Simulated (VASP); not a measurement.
A run of VASP 6.6.1:

The input POSCAR:

```
Se
1.0
    0.0000000000      2.1702437289      2.1702437289
    2.1702437289      0.0000000000      2.1702437289
    2.1702437289      2.1702437289      0.0000000000
Se
1
Direct
    0.0000000000      0.0000000000      0.0000000000
```

The input INCAR.step1:

```
ALGO = Normal
EDIFF = 1E-5
ENCUT = 550
GGA = PE
GGA_COMPAT = F
ISMEAR = -1
LASPH = T
LCHARG = F
LREAL = F
LWAVE = T
NBANDS = 9
NELM = 120
PREC = Accurate
SIGMA = 0.1
```

File INCAR.step2:

```
ALGO = Normal
EDIFF = 1E-6
ENCUT = 550
GGA_COMPAT = F
ISIF = 2
ISMEAR = -1
ISTART = 1
LASPH = T
LCHARG = F
LMIXTAU = T
LREAL = F
LWAVE = F
METAGGA = R2SCAN
NBANDS = 9
NELM = 120
PREC = Accurate
SIGMA = 0.1
```

KPOINTS

```
k-points
0
Gamma
  6 6 6
```

Potentials or basis: VASP PAW PBE potentials, release 64 (Se).

Command:

```bash
$ cat potpaw_PBE.64/Se/POTCAR > POTCAR
$ cp INCAR.step1 INCAR
$ mpirun -np 1 vasp_std > vasp.out
$ cp INCAR.step2 INCAR
$ mpirun -np 1 vasp_std > vasp.out
```

Hardware: 1 thread of Intel(R) Xeon(R) Platinum 8259CL CPU @ 2.50GHz (Skylake/Cascade Lake), with other jobs on the host.

Q: Estimate the wall time of this run.

A: It took 17 s on 1 thread of Intel(R) Xeon(R) Platinum 8259CL CPU @ 2.50GHz (Skylake/Cascade Lake), with other jobs on the host, peak memory 0.14 GiB. Counts: k points 16.
